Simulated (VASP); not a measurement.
# Si (P1) in VASP: notebook

The runs below take Si through single point, with PBEsol.

Everything below comes from runs of VASP 6.6.1. Logs are shortened: lines on timing, memory, paths and dates and some standing lists are left out, and cuts for length are marked.

### 1 The cell of the first run

The typed cell holds 4 atoms: a = 7.699 Å, b = 3.849 Å, c = 3.849 Å, α = 60.00°, β = 60.00°, γ = 60.00°.

### 2 Single point, PBEsol

Input file INCAR:

```
SYSTEM = Si
ALGO = Normal
EDIFF = 1E-7
ENCUT = 520
GGA = PS
ISIF = 2
ISMEAR = -1
LASPH = .TRUE.
LCHARG = .FALSE.
LREAL = .FALSE.
LWAVE = .FALSE.
NBANDS = 16
NELM = 100
PREC = Accurate
SIGMA = 0.08
```

Input file KPOINTS:

```
k-points
0
G
  3 6 6
  0 0 0
```

Input file POSCAR:

```
Si
1.0
    0.0000000000      5.4437023730      5.4437023730
    2.7218511865      0.0000000000      2.7218511865
    2.7218511865      2.7218511865      0.0000000000
Si
4
Direct
    0.3804343732      0.7329204880      0.7722007399
    0.8707428649      0.7671907305      0.7144383975
    0.2401274740      0.4747972653      0.5511361192
    0.7470337688      0.5106585205      0.4806190384
```

Potentials or basis: VASP PAW PBE potentials, release 64 (Si).

On the command line:

```
$ cat potpaw_PBE.64/Si/POTCAR > POTCAR
$ mpirun -np 1 vasp_std > vasp.out
```

OUTCAR:

```text
SYSTEM = Si
   EDIFF = 1E-7
   ENCUT = 520
   GGA = PS
   ISIF = 2
   ISMEAR = -1
   LASPH = .TRUE.
   LREAL = .FALSE.
   NELM = 100
   PREC = Accurate

 ion  position               nearest neighbor table
   1  0.380  0.733  0.772-   4 2.31   3 2.33   3 2.39   3 2.45
   2  0.871  0.767  0.714-   4 2.32   4 2.34   3 2.34   4 2.41
   3  0.240  0.475  0.551-   1 2.33   2 2.34   1 2.39   1 2.45
   4  0.747  0.511  0.481-   1 2.31   2 2.32   2 2.34   2 2.41

  LATTYP: Found a trigonal (rhomboedric) cell.
 ALAT       =     6.6671465627
 COS(alpha) =     0.8333333333

  Lattice vectors:

 A1 = (   2.7218511865,  -2.7218511865,  -5.4437023730)
 A2 = (   5.4437023730,  -2.7218511865,  -2.7218511865)
 A3 = (   2.7218511865,  -5.4437023730,  -2.7218511865)

Analysis of symmetry for initial positions (statically):
=====================================================================
 Subroutine PRICEL returns:
 Original cell was already a primitive cell.

 Routine SETGRP: Setting up the symmetry group for a
 trigonal (rhombohedral) supercell.

 Subroutine GETGRP returns: Found  1 space group operations
 (whereof  1 operations were pure point group operations)
 out of a pool of 12 trial point group operations.

The static configuration has the point symmetry C_1 .

Analysis of symmetry for dynamics (positions and initial velocities):
=====================================================================
 Subroutine PRICEL returns:
 Original cell was already a primitive cell.

 Routine SETGRP: Setting up the symmetry group for a
 trigonal (rhombohedral) supercell.

 Subroutine GETGRP returns: Found  1 space group operations
 (whereof  1 operations were pure point group operations)
 out of a pool of 12 trial point group operations.

The dynamic configuration has the point symmetry C_1 .

 Subroutine INISYM returns: Found  1 space group operations
 (whereof  1 operations are pure point group operations),
 and found     1 'primitive' translations

----------------------------------------------------------------------------------------

                                     Primitive cell

  volume of cell :      80.6591

  direct lattice vectors                    reciprocal lattice vectors
     0.000000000  5.443702373  5.443702373    -0.091849254  0.091849254  0.091849254
     2.721851186  0.000000000  2.721851186     0.183698507 -0.183698507  0.183698507
     2.721851186  2.721851186  0.000000000     0.183698507  0.183698507 -0.183698507

  length of vectors
     7.698557725  3.849278863  3.849278863     0.159087574  0.318175148  0.318175148

  position of ions in fractional coordinates (direct lattice)
     0.380434373  0.732920488  0.772200740
     0.870742865  0.767190730  0.714438397
     0.240127474  0.474797265  0.551136119
     0.747033769  0.510658521  0.480619038

  ion indices of the primitive-cell ions
   primitive index   ion index
                 1           1
                 2           2
                 3           3
                 4           4

----------------------------------------------------------------------------------------

 KPOINTS: k-points

Automatic generation of k-mesh.
 Grid dimensions read from file:
 generate k-points for:    3    6    6

 Generating k-lattice:

  Cartesian coordinates                     Fractional coordinates (reciprocal lattice)
    -0.030616418  0.030616418  0.030616418     0.333333333  0.000000000  0.000000000
     0.030616418 -0.030616418  0.030616418     0.000000000  0.166666667  0.000000000
     0.030616418  0.030616418 -0.030616418     0.000000000  0.000000000  0.166666667

  Length of vectors
     0.053029191  0.053029191  0.053029191

  Shift w.r.t. Gamma in fractional coordinates (k-lattice)
     0.000000000  0.000000000  0.000000000

 -----------------------------------------------------------------------------
|                                                                             |
|           W    W    AA    RRRRR   N    N  II  N    N   GGGG   !!!           |
|           W    W   A  A   R    R  NN   N  II  NN   N  G    G  !!!           |
|           W    W  A    A  R    R  N N  N  II  N N  N  G       !!!           |
|           W WW W  AAAAAA  RRRRR   N  N N  II  N  N N  G  GGG   !            |
|           WW  WW  A    A  R   R   N   NN  II  N   NN  G    G                |
|           W    W  A    A  R    R  N    N  II  N    N   GGGG   !!!           |
|                                                                             |
|     Your reciprocal lattice and k-lattice belong to different lattice       |
|     classes:                                                                |
|                                                                             |
|        The reciprocal lattice is rhombohedral (trigonal),                   |
|        whereas your k-lattice is body-centered cubic.                       |
|                                                                             |
|     Results are often still useful ...                                      |
|                                                                             |
 -----------------------------------------------------------------------------

 Subroutine IBZKPT returns following result:
 ===========================================

 Found     56 irreducible k-points:

 Following reciprocal coordinates:
            Coordinates               Weight
  0.000000  0.000000  0.000000      1.000000
  0.333333  0.000000  0.000000      2.000000
  0.000000  0.166667  0.000000      2.000000
  0.000000  0.000000 -0.166667      2.000000
  0.333333  0.166667  0.166667      2.000000
  0.333333  0.166667  0.000000      2.000000
[... 16 lines left out ...]
  0.000000  0.500000  0.500000      1.000000
  0.333333  0.500000  0.000000      2.000000
 [... further k-points ...]
   k-points           NKPTS =     56   k-points in BZ     NKDIM =     56   number of bands    NBANDS=     16
   number of dos      NEDOS =    301   number of ions     NIONS =      4
   total plane-waves  NPLWV =  54000
   dimension x,y,z NGX =    60 NGY =   30 NGZ =   30
   dimension x,y,z NGXF=   120 NGYF=   60 NGZF=   60
   ions per type =               4
   NGX,Y,Z   is equivalent  to a cutoff of  12.96, 12.96, 12.96 a.u.
   NGXF,Y,Z  is equivalent  to a cutoff of  25.91, 25.91, 25.91 a.u.
 SYSTEM =  Si
   PREC   = accura    normal or accurate (medium, high low for compatibility)
   ISTART =      0    job   : 0-new  1-cont  2-samecut
   ICHARG =      2    charge: 1-file 2-atom 10-const
   ISPIN  =      1    spin polarized calculation?
   LNONCOLLINEAR =      F non collinear calculations
   LSORBIT =      F    spin-orbit coupling
   LASPH  =      T    aspherical Exc in radial PAW
   ENCUT  =  520.0 eV  38.22 Ry    6.18 a.u.  14.31  7.16  7.16*2*pi/ulx,y,z
   NELM   =    100;   NELMIN=  2; NELMDL= -5     # of ELM steps
   EDIFF  = 0.1E-06   stopping-criterion for ELM
   LREAL  =      F    real-space projection
   EDIFFG = 0.1E-05   stopping-criterion for IOM
   NSW    =      0    number of steps for IOM
   IBRION =     -1    ionic relax: 0-MD 1-quasi-New 2-CG
   NFREE  =      0    steps in history (QN), initial steepest desc. (CG)
   ISIF   =      2    stress and relaxation
   ISYM   =      2    0-nonsym 1-usesym 2-fastsym
   POTIM  = 0.5000    time-step for ionic-motion
   TEBEG  =    0.0;   TEEND  =   0.0 temperature during run
   PSTRESS=    0.0 pullay stress
   NELECT =      16.0000    total number of electrons
   NUPDOWN=      -1.0000    fix difference up-down
   EMIN   =  10.00;   EMAX   =-10.00  energy-range for DOS
   EFERMI =   0.00;   METHOD = LEGACY
   ISMEAR =    -1;   SIGMA  =   0.08  broadening in eV -4-tet -1-fermi 0-gaus
   EFERMI_NEDOS =   21; number of points for ismear=-14 and -15
   IALGO  =     38    algorithm
   IMIX   =      4    mixing-type and parameters
     AMIX     =   0.40;   BMIX     =  1.00
     AMIX_MAG =   1.60;   BMIX_MAG =  1.00
  volume/ion in A,a.u.               =      20.16       136.08
  Fermi-wavevector in a.u.,A,eV,Ry     =   0.954766  1.804247 12.402783  0.911579
  Thomas-Fermi vector in A             =   2.083543
   LORBIT       =      0    0 simple, 1 ext, 2 COOP (PROOUT), +10 PAW based schemes
   GGA     = PS    functional components
   LHFCALC =     F    Hartree Fock is set to
   AEXX    =    0.0000 exact exchange contribution
   IVDW    =     0    specifies the selected vdW correction
   LEPSILON=     F    determine dielectric tensor
   LRPA    =     F    only Hartree local field effects (RPA)
 non-spin polarized calculation
  energy-cutoff  :      520.00
  volume of cell :       80.66
 maximum number of plane-waves:      2183
 NGX is ok and might be reduce to    60
   NGX = 29   NGY = 15   NGZ = 15

 number of electron      16.0000000 magnetization

 Free energy of the ion-electron system (eV)
  ---------------------------------------------------
  ext. energy  EPLUGINS =         0.00000000
  ---------------------------------------------------
  free energy    TOTEN  =       -22.81979046 eV

  energy without entropy =      -22.81507440  energy(sigma->0) =      -22.81743243

 E-fermi :   6.0511     XC(G=0):  -9.5300

 val. band max:        5.6551627438   @ k =   0.0000   0.0000   0.0000
 cond. band min:       6.0991134960   @ k =   0.0000   0.0000   0.0000
 fundamental gap:      0.4439507522
 Fermi energy:         6.0511470388

 k-point     1 :       0.0000    0.0000    0.0000
  band No.  band energies     occupation
      1      -6.2305      2.00000
      2      -3.7998      2.00000
      3      -1.4195      2.00000
      4       4.3699      2.00000
      5       4.7306      2.00000
      6       5.4622      1.99873
[... 8 lines left out ...]
     15       9.2864      0.00000
     16      13.0926      0.00000
[... 419 lines left out ...]
 k-point    24 :       0.3333    0.5000    0.0000
  band No.  band energies     occupation
      1      -3.7336      2.00000
      2      -3.1212      2.00000
      3      -0.9914      2.00000
      4      -0.8058      2.00000
      5       1.9528      2.00000
      6       2.8392      2.00000
[... 8 lines left out ...]
     15      13.0683      0.00000
     16      13.1510      0.00000

 [... further k-points ...]

------------------------ aborting loop because EDIFF is reached ----------------------------------------

  FORCE on cell =-STRESS in cart. coord.  units (eV):
  Direction    XX          YY          ZZ          XY          YZ          ZX
  --------------------------------------------------------------------------------------
  -------------------------------------------------------------------------------------
  Total       -0.1527475     -0.2617585     -0.2371909     -0.9445754      0.6631874      0.5010445
  in kB       -3.0341115     -5.1994602     -4.7114598    -18.7626464     13.1732736      9.9525368
  external PRESSURE =      -4.3150105 kB  Pullay stress =       0.0000000 kB

 VOLUME and BASIS-vectors are now :
 -----------------------------------------------------------------------------
  energy-cutoff  :      520.00
  volume of cell :       80.66
      direct lattice vectors                 reciprocal lattice vectors
     0.000000000  5.443702373  5.443702373    -0.091849254  0.091849254  0.091849254
     2.721851186  0.000000000  2.721851186     0.183698507 -0.183698507  0.183698507
     2.721851186  2.721851186  0.000000000     0.183698507  0.183698507 -0.183698507

 POSITION                                       TOTAL-FORCE (eV/Angst)
 -----------------------------------------------------------------------------------
      4.09672      4.17279      4.06587         0.499221     -0.113145     -1.081135
      4.03277      6.68466      6.82824         0.414962      0.640804     -0.227323
      2.79244      2.80729      2.59951        -0.429993     -0.186351      1.021590
      2.69811      5.37480      5.45657        -0.484191     -0.341308      0.286868
 -----------------------------------------------------------------------------------
    total drift:                               -0.000021      0.000006     -0.000005

  FREE ENERGIE OF THE ION-ELECTRON SYSTEM (eV)
  ---------------------------------------------------
  free  energy   TOTEN  =       -22.8197904567 eV

  energy  without entropy=      -22.8150743985  energy(sigma->0) =      -22.81743243
```

It took 28 s on 1 thread of Intel Xeon 6975P-C (Granite Rapids), shared host; peak memory 0.23 GiB.

Results:

| Quantity | Value |
| --- | --- |
| Free energy | -22.8198 eV |
| Pressure | -0.4 GPa |
| Largest force | 1.196 eV/Å |
| Band gap on the k mesh | 0.05 eV (least direct gap 1.13 eV) |

Forces on the atoms (eV/Å):
```
Si   0.499 -0.113 -1.081
Si   0.415  0.641 -0.227
Si  -0.430 -0.186  1.022
Si  -0.484 -0.341  0.287
```

Caveat: the smearing spreads over this small gap; semilocal functionals underestimate gaps, and a narrow one can read as zero; the PAW data sets were made with another functional, which shifts forces and pressure a little.

[end of part 1 of 2]

The gap in the log of VASP goes by the Fermi energy; the results here count the filled bands.